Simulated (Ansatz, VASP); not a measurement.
One calculation of Sn, two programs

The input POSCAR:

```
Sn
1.0
    0.0000000000      3.2844597764      3.2844597764
    3.2844597764      0.0000000000      3.2844597764
    3.2844597764      3.2844597764      0.0000000000
Sn
2
Direct
    0.0000000000      0.0000000000      0.0000000000
    0.2500000000      0.2500000000      0.2500000000
```

The input INCAR.step1:

```
PREC     = Accurate       # precision mode
ENCUT    = 520            # plane-wave cutoff, eV
EDIFF    = 1E-5           # SCF threshold, eV
ISMEAR   = -1             # smearing method
SIGMA    = 0.02           # smearing width, eV
LREAL    = F              # projectors in reciprocal space
LASPH    = T              # aspherical terms in the spheres
NELM     = 80             # most SCF steps
ALGO     = Normal         # electronic algorithm
ISIF     = 2              # what is computed and relaxed
LWAVE    = T              # write WAVECAR
LCHARG   = F              # write CHGCAR
GGA      = PE             # functional
NBANDS   = 21             # bands
```

Contents of INCAR.step2:

```
PREC     = Accurate       # precision mode
ENCUT    = 520            # plane-wave cutoff, eV
EDIFF    = 1E-7           # SCF threshold, eV
ISMEAR   = -1             # smearing method
SIGMA    = 0.02           # smearing width, eV
LREAL    = F              # projectors in reciprocal space
LASPH    = T              # aspherical terms in the spheres
NELM     = 80             # most SCF steps
ALGO     = Normal         # electronic algorithm
ISIF     = 2              # what is computed and relaxed
LWAVE    = F              # write WAVECAR
LCHARG   = F              # write CHGCAR
GGA      = PE             # functional
LHFCALC  = T              # exact exchange
HFSCREEN = 0.2079         # screening, 1/A
PRECFOCK = Normal       
ISTART   = 1            
NBANDS   = 21             # bands
```

KPOINTS

```
Automatic mesh
0
Gamma
  4 4 4
```

Input for Ansatz:

```yaml
crystal:
  lattice:
    - [0.0, 3.2844597764, 3.2844597764]
    - [3.2844597764, 0.0, 3.2844597764]
    - [3.2844597764, 3.2844597764, 0.0]
  atoms:
    - { symbol: Sn, position: [0.0, 0.0, 0.0] }
    - { symbol: Sn, position: [0.25, 0.25, 0.25] }
kpoints:
  mp_grid: { grid: [4, 4, 4] }
  band_path:
    path:
      - [0.0, 0.0, 0.0]
      - [0.5, 0.0, 0.5]
      - [0.625, 0.25, 0.625]
      - [0.375, 0.375, 0.75]
      - [0.5, 0.5, 0.5]
      - [0.5, 0.25, 0.75]
    npoints: 1
hamiltonian:
  xc: hse06
scf:
  occupations: { method: fermi_dirac, width: 0.02 }
  n_extra_bands: 4
output:
  forces: true
  stress: true
  eigenvalues: true
  write_density: true
  write_potential: true
  elf: true
  volumetric_format: npy
```

Alike in both runs: task single point; functional HSE06; k mesh 4 × 4 × 4; occupations fermi-dirac, width 0.02 eV; no spin polarisation.

```csv
,VASP,Ansatz
version,VASP 6.6.1,Ansatz 0.2.0
potentials or method,"VASP PAW PBE potentials, release 64 (Sn_d)","plane waves, PAW"
plane-wave cutoff (eV),520,420
valence electrons in the cell,28,28
```

|  | VASP | Ansatz | Ansatz less VASP |
| --- | --- | --- | --- |
| pressure (GPa) | 0.2 | 0.2 | +0.04 |

The functional is the same, so the differences come from potentials, cutoffs and numerics. Ansatz's warnings: filled band counts differ across k points, stress exchange threshold loose, stress scf threshold loose.

The k mesh is coarse, so the values compare programs but aren't converged.
